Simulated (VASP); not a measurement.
# In2S (P6mm) in VASP: further runs

In2S is run at these levels: PBE; tasks: single point, relaxation of cell and atoms.

All numbers are computed with VASP 6.6.1; they aren't measurements. Logs are shortened: lines on timing, memory, paths and dates and some standing lists are left out, and cuts for length are marked.

### Step 1. The cell of the first run

Symmetry: P6mm, No. 183, hexagonal system. The conventional cell has a = 5.018 Å, b = 5.018 Å, c = 3.808 Å, α = 90.00°, β = 90.00°, γ = 120.00°. In (site symmetry 3m) has 5 In at 2.90 to 3.81 Å and 6 S at 3.17 to 3.83 Å within 3.9 Å. Within 4.2 Å of S (site symmetry 6mm) lie 12 In at 3.17 to 3.83 Å and 2 S at 3.81 Å.

The cell was built from a structure type or drawn by symmetry, and may not be a known phase.

### Step 2. Single point, PBE

The input, INCAR:

```
SYSTEM = In2S
PREC = Accurate ; ENCUT = 520
EDIFF = 1E-6 ; ISMEAR = 0
SIGMA = 0.1 ; LREAL = .False.
LASPH = .True. ; NELM = 60
ALGO = Normal ; ISIF = 2
LWAVE = .False. ; LCHARG = .False.
GGA = PE ; NBANDS = 23
```

The input, KPOINTS:

```
Automatic mesh
0
Gamma
  6 6 4
  0 0 0
```

The input, POSCAR:

```
In2S
1.0
    5.0175437314      0.0000000000      0.0000000000
   -2.5087718657      4.3453203360      0.0000000000
    0.0000000000      0.0000000000      3.8075292511
In S
2 1
Direct
    0.3333333333      0.6666666667      0.4269475063
    0.6666666667      0.3333333333      0.4269475063
    0.0000000000      0.0000000000      0.7680107175
```

Potentials or basis: VASP PAW PBE potentials, release 64 (In_d, S).

Launch:

```console
> cat potpaw_PBE.64/In_d/POTCAR potpaw_PBE.64/S/POTCAR > POTCAR
> mpirun -np 1 vasp_std > vasp.out
```

OUTCAR:

```text
SYSTEM = In2S
   PREC = Accurate
   ENCUT = 520
   EDIFF = 1E-6
   ISMEAR = 0
   LREAL = .False.
   LASPH = .True.
   NELM = 60
   ISIF = 2
   GGA = PE

 ion  position               nearest neighbor table
   1  0.333  0.667  0.427-   2 2.90   2 2.90   2 2.90   3 3.17   3 3.17   3 3.17
   2  0.667  0.333  0.427-   1 2.90   1 2.90   1 2.90   3 3.17   3 3.17   3 3.17
   3  0.000  0.000  0.768-   1 3.17   2 3.17   2 3.17   1 3.17   2 3.17   1 3.17

  LATTYP: Found a hexagonal cell.
 ALAT       =     5.0175437314
 C/A-ratio  =     0.7588432617

  Lattice vectors:

 A1 = (   5.0175437314,   0.0000000000,   0.0000000000)
 A2 = (  -2.5087718657,   4.3453203360,   0.0000000000)
 A3 = (   0.0000000000,   0.0000000000,   3.8075292511)

Analysis of symmetry for initial positions (statically):
=====================================================================
 Subroutine PRICEL returns:
 Original cell was already a primitive cell.

 Routine SETGRP: Setting up the symmetry group for a
 hexagonal supercell.

 Subroutine GETGRP returns: Found 12 space group operations
 (whereof 12 operations were pure point group operations)
 out of a pool of 24 trial point group operations.

The static configuration has the point symmetry C_6v.

Analysis of symmetry for dynamics (positions and initial velocities):
=====================================================================
 Subroutine PRICEL returns:
 Original cell was already a primitive cell.

 Routine SETGRP: Setting up the symmetry group for a
 hexagonal supercell.

 Subroutine GETGRP returns: Found 12 space group operations
 (whereof 12 operations were pure point group operations)
 out of a pool of 24 trial point group operations.

The dynamic configuration has the point symmetry C_6v.

 Subroutine INISYM returns: Found 12 space group operations
 (whereof 12 operations are pure point group operations),
 and found     1 'primitive' translations

----------------------------------------------------------------------------------------

                                     Primitive cell

  volume of cell :      83.0149

  direct lattice vectors                    reciprocal lattice vectors
     5.017543731  0.000000000  0.000000000     0.199300704  0.115066315  0.000000000
    -2.508771866  4.345320336  0.000000000     0.000000000  0.230132631  0.000000000
     0.000000000  0.000000000  3.807529251     0.000000000  0.000000000  0.262637510

  length of vectors
     5.017543731  5.017543731  3.807529251     0.230132631  0.230132631  0.262637510

  position of ions in fractional coordinates (direct lattice)
     0.333333333  0.666666667  0.426947506
     0.666666667  0.333333333  0.426947506
     0.000000000  0.000000000  0.768010717

  ion indices of the primitive-cell ions
   primitive index   ion index
                 1           1
                 2           2
                 3           3

----------------------------------------------------------------------------------------

 KPOINTS: Automatic mesh

Automatic generation of k-mesh.
 Grid dimensions read from file:
 generate k-points for:    6    6    4

 Generating k-lattice:

  Cartesian coordinates                     Fractional coordinates (reciprocal lattice)
     0.033216784  0.019177719  0.000000000     0.166666667  0.000000000  0.000000000
     0.000000000  0.038355438  0.000000000     0.000000000  0.166666667  0.000000000
     0.000000000  0.000000000  0.065659377     0.000000000  0.000000000  0.250000000

  Length of vectors
     0.038355438  0.038355438  0.065659377

  Shift w.r.t. Gamma in fractional coordinates (k-lattice)
     0.000000000  0.000000000  0.000000000

 Subroutine IBZKPT returns following result:
 ===========================================

 Found     21 irreducible k-points:

 Following reciprocal coordinates:
            Coordinates               Weight
  0.000000  0.000000  0.000000      1.000000
  0.166667 -0.000000  0.000000      6.000000
  0.333333  0.000000  0.000000      6.000000
  0.500000  0.000000  0.000000      3.000000
  0.166667  0.166667  0.000000      6.000000
  0.333333  0.166667  0.000000     12.000000
[... 13 lines left out ...]
  0.333333  0.166667  0.500000     12.000000
  0.333333  0.333333  0.500000      2.000000
   k-points           NKPTS =     21   k-points in BZ     NKDIM =     21   number of bands    NBANDS=     23
   number of dos      NEDOS =    301   number of ions     NIONS =      3
   total plane-waves  NPLWV =  44800
   dimension x,y,z NGX =    40 NGY =   40 NGZ =   28
   dimension x,y,z NGXF=    80 NGYF=   80 NGZF=   56
   ions per type =               2   1
   NGX,Y,Z   is equivalent  to a cutoff of  13.25, 13.25, 12.23 a.u.
   NGXF,Y,Z  is equivalent  to a cutoff of  26.51, 26.51, 24.45 a.u.
 SYSTEM =  In2S
   PREC   = accura    normal or accurate (medium, high low for compatibility)
   ISTART =      0    job   : 0-new  1-cont  2-samecut
   ICHARG =      2    charge: 1-file 2-atom 10-const
   ISPIN  =      1    spin polarized calculation?
   LNONCOLLINEAR =      F non collinear calculations
   LSORBIT =      F    spin-orbit coupling
   LASPH  =      T    aspherical Exc in radial PAW
   ENCUT  =  520.0 eV  38.22 Ry    6.18 a.u.   9.33  9.33  7.08*2*pi/ulx,y,z
   NELM   =     60;   NELMIN=  2; NELMDL= -5     # of ELM steps
   EDIFF  = 0.1E-05   stopping-criterion for ELM
   LREAL  =      F    real-space projection
   EDIFFG = 0.1E-04   stopping-criterion for IOM
   NSW    =      0    number of steps for IOM
   IBRION =     -1    ionic relax: 0-MD 1-quasi-New 2-CG
   NFREE  =      0    steps in history (QN), initial steepest desc. (CG)
   ISIF   =      2    stress and relaxation
   ISYM   =      2    0-nonsym 1-usesym 2-fastsym
   POTIM  = 0.5000    time-step for ionic-motion
   TEBEG  =    0.0;   TEEND  =   0.0 temperature during run
   PSTRESS=    0.0 pullay stress
   NELECT =      32.0000    total number of electrons
   NUPDOWN=      -1.0000    fix difference up-down
   EMIN   =  10.00;   EMAX   =-10.00  energy-range for DOS
   EFERMI =   0.00;   METHOD = LEGACY
   ISMEAR =     0;   SIGMA  =   0.10  broadening in eV -4-tet -1-fermi 0-gaus
   EFERMI_NEDOS =   21; number of points for ismear=-14 and -15
   IALGO  =     38    algorithm
   IMIX   =      4    mixing-type and parameters
     AMIX     =   0.40;   BMIX     =  1.00
     AMIX_MAG =   1.60;   BMIX_MAG =  1.00
  volume/ion in A,a.u.               =      27.67       186.74
  Fermi-wavevector in a.u.,A,eV,Ry     =   1.191442  2.251498 19.313920  1.419533
  Thomas-Fermi vector in A             =   2.327503
   LORBIT       =      0    0 simple, 1 ext, 2 COOP (PROOUT), +10 PAW based schemes
   GGA     = PE    functional components
   LHFCALC =     F    Hartree Fock is set to
   AEXX    =    0.0000 exact exchange contribution
   IVDW    =     0    specifies the selected vdW correction
   LEPSILON=     F    determine dielectric tensor
   LRPA    =     F    only Hartree local field effects (RPA)
 non-spin polarized calculation
 Gauss-broadening in eV      SIGMA  =   0.10
  energy-cutoff  :      520.00
  volume of cell :       83.01
 maximum number of plane-waves:      2258
 NGX is ok and might be reduce to    40
   NGX = 19   NGY = 19   NGZ = 15

 number of electron      31.9999996 magnetization

 Free energy of the ion-electron system (eV)
  ---------------------------------------------------
  ext. energy  EPLUGINS =         0.00000000
  ---------------------------------------------------
  free energy    TOTEN  =        -8.87567038 eV

  energy without entropy =       -8.87089627  energy(sigma->0) =       -8.87328332

 E-fermi :   5.1108     XC(G=0):  -9.3855

 val. band max:        5.0773874135   @ k =   0.0000   0.0000   0.2500
 cond. band min:       5.1230271629   @ k =   0.0000   0.0000   0.0000
 fundamental gap:      0.0456397494
 Fermi energy:         5.1107775219

 k-point     1 :       0.0000    0.0000    0.0000
  band No.  band energies     occupation
      1      -9.7463      2.00000
      2      -9.6229      2.00000
      3      -9.6229      2.00000
      4      -9.5554      2.00000
      5      -9.5554      2.00000
      6      -9.3949      2.00000
[... 15 lines left out ...]
     22      12.2885      0.00000
     23      13.8418      0.00000

 k-point     2 :       0.1667   -0.0000    0.0000
  band No.  band energies     occupation
      1      -9.7447      2.00000
      2      -9.6813      2.00000
      3      -9.6721      2.00000
      4      -9.5618      2.00000
      5      -9.5463      2.00000
      6      -9.3785      2.00000
[... 15 lines left out ...]
     22      12.1921      0.00000
     23      13.0858      0.00000

 k-point     3 :       0.3333    0.0000    0.0000
  band No.  band energies     occupation
      1      -9.7880      2.00000
      2      -9.7563      2.00000
      3      -9.6937      2.00000
      4      -9.5734      2.00000
      5      -9.5262      2.00000
      6      -9.3923      2.00000
[... 15 lines left out ...]
     22      11.9810      0.00000
     23      12.3824      0.00000

 k-point     4 :       0.5000    0.0000    0.0000
  band No.  band energies     occupation
      1      -9.8208      2.00000
      2      -9.7851      2.00000
      3      -9.6865      2.00000
      4      -9.5788      2.00000
      5      -9.5145      2.00000
      6      -9.3995      2.00000
[... 15 lines left out ...]
     22      12.1142      0.00000
     23      13.1042      0.00000

 k-point     5 :       0.1667    0.1667    0.0000
  band No.  band energies     occupation
      1      -9.7909      2.00000
      2      -9.7085      2.00000
      3      -9.7071      2.00000
      4      -9.5747      2.00000
      5      -9.5258      2.00000
      6      -9.3677      2.00000
[... 356 lines left out ...]
 k-point    19 :       0.1667    0.1667    0.5000
  band No.  band energies     occupation
      1      -9.7767      2.00000
      2      -9.6948      2.00000
      3      -9.6536      2.00000
      4      -9.6244      2.00000
      5      -9.5681      2.00000
      6      -9.4015      2.00000
[... 15 lines left out ...]
     22      12.0365      0.00000
     23      12.6099      0.00000

 k-point    20 :       0.3333    0.1667    0.5000
  band No.  band energies     occupation
      1      -9.8445      2.00000
      2      -9.7186      2.00000
      3      -9.6465      2.00000
      4      -9.6435      2.00000
      5      -9.5405      2.00000
      6      -9.4320      2.00000
[... 15 lines left out ...]
     22      12.1658      0.00000
     23      14.3755      0.00000

 k-point    21 :       0.3333    0.3333    0.5000
  band No.  band energies     occupation
      1      -9.8794      2.00000
      2      -9.6754      2.00000
      3      -9.6754      2.00000
      4      -9.6612      2.00000
      5      -9.4832      2.00000
      6      -9.4832      2.00000
[... 15 lines left out ...]
     22      11.6627      0.00000
     23      15.0232      0.00000

------------------------ aborting loop because EDIFF is reached ----------------------------------------

  FORCE on cell =-STRESS in cart. coord.  units (eV):
  Direction    XX          YY          ZZ          XY          YZ          ZX
  --------------------------------------------------------------------------------------
  -------------------------------------------------------------------------------------
  Total        0.0319144      0.0319144     -0.0122236     -0.0000000      0.0000000     -0.0000000
  in kB        0.6159429      0.6159429     -0.2359132     -0.0000000      0.0000000     -0.0000000
  external PRESSURE =       0.3319909 kB  Pullay stress =       0.0000000 kB

 VOLUME and BASIS-vectors are now :
 -----------------------------------------------------------------------------
  energy-cutoff  :      520.00
  volume of cell :       83.01
      direct lattice vectors                 reciprocal lattice vectors
     5.017543731  0.000000000  0.000000000     0.199300704  0.115066315  0.000000000
    -2.508771866  4.345320336  0.000000000     0.000000000  0.230132631  0.000000000
     0.000000000  0.000000000  3.807529251     0.000000000  0.000000000  0.262637510

 POSITION                                       TOTAL-FORCE (eV/Angst)
 -----------------------------------------------------------------------------------
     -0.00000      2.89688      1.62562        -0.000000      0.000000     -0.017401
      2.50877      1.44844      1.62562         0.000000     -0.000000     -0.017401
      0.00000      0.00000      2.92422         0.000000     -0.000000      0.034803
 -----------------------------------------------------------------------------------
    total drift:                                0.000000      0.000000     -0.000818

  FREE ENERGIE OF THE ION-ELECTRON SYSTEM (eV)
  ---------------------------------------------------
  free  energy   TOTEN  =        -8.8756703790 eV

  energy  without entropy=       -8.8708962654  energy(sigma->0) =       -8.87328332
```

It took 28 s on 1 thread of Intel Xeon Platinum 8259CL at 2.50GHz (Skylake/Cascade Lake), shared host; peak memory 0.21 GiB.

What came out:

| Property | Result |
| --- | --- |
| Free energy | -8.8757 eV |
| Pressure | 0.0 GPa |
| Largest force | 0.035 eV/Å |
| Band gap on the k mesh | zero (bands 16 and 17 overlap by 0.01 eV) |

Forces in eV/Å, atoms in the order of the input:
```
In   0.000  0.000 -0.017
In   0.000  0.000 -0.017
S    0.000  0.000  0.035
```

Stress tensor (GPa, compression positive):
```
 0.06  0.00  0.00
 0.00  0.06  0.00
 0.00  0.00 -0.02
```

Levels at points of the mesh, in eV from the Fermi level:
| k point | band 13 | band 14 | band 15 | band 16 | band 17 | band 18 | band 19 | band 20 |
| --- | --- | --- | --- | --- | --- | --- | --- | --- |
| (0.00, 0.00, 0.00) | -2.21 | -2.21 | -0.66 | -0.59 | 0.01 | 0.01 | 3.09 | 7.05 |
| (0.50, 0.00, 0.00) | -4.40 | -3.31 | -0.51 | 0.02 | 2.22 | 2.89 | 4.57 | 5.80 |
| (0.00, 0.00, 0.50) | -1.84 | -1.68 | -1.68 | -0.31 | 1.05 | 1.16 | 1.16 | 3.31 |
| (0.50, 0.00, 0.50) | -4.23 | -2.67 | -2.29 | -1.41 | 0.75 | 0.88 | 2.40 | 5.17 |

Caveat: the k points lie up to 0.41 Å⁻¹ apart; spin-orbit coupling is left out, which moves the levels of the heavy elements.

(Part 1 of 2 ends here.)
